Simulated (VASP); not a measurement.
Runs of VASP 6.6.1 on CdSe. The structure is that of space group Fm-3m (No. 225), or close to it. The cells are those of the table. 

| cell | gap on the mesh (eV) | pressure (GPa) |
| --- | --- | --- |
| a = 3.981 Å, angles 60.0°, 2 atoms | none | (a) |
| a = 4.009 Å, angles 60.0°, 2 atoms | none | -1.1 |
| a = 4.144 Å, angles 60.0°, 2 atoms | none | -6.1 |
| a = 4.037 Å, angles 60.0°, 2 atoms | none | -2.4 |
| a = 4.118 Å, angles 60.0°, 2 atoms | none | -5.3 |
| a = 4.091 Å, angles 60.0°, 2 atoms | none | (b) |
| a = 4.064 Å, angles 60.0°, 2 atoms | none | -3.4 |

Alike in all rows: task single point; level PBEsol; potentials or basis VASP PAW PBE potentials, release 64 (Cd, Se); no spin polarisation; k mesh 6 × 6 × 6; cutoff (eV) 500; smearing fermi-dirac 0.02 eV.

Question: Fill in the values left out.

Answer: (a) 0.4; (b) -4.4.

Caveats: the PAW data sets were made with another functional, which shifts forces and pressure a little.

A k mesh can miss the band edges, and the runs leave out spin-orbit coupling on Cd, Se.

A gap of «none» marks levels without a gap at the run's occupations.
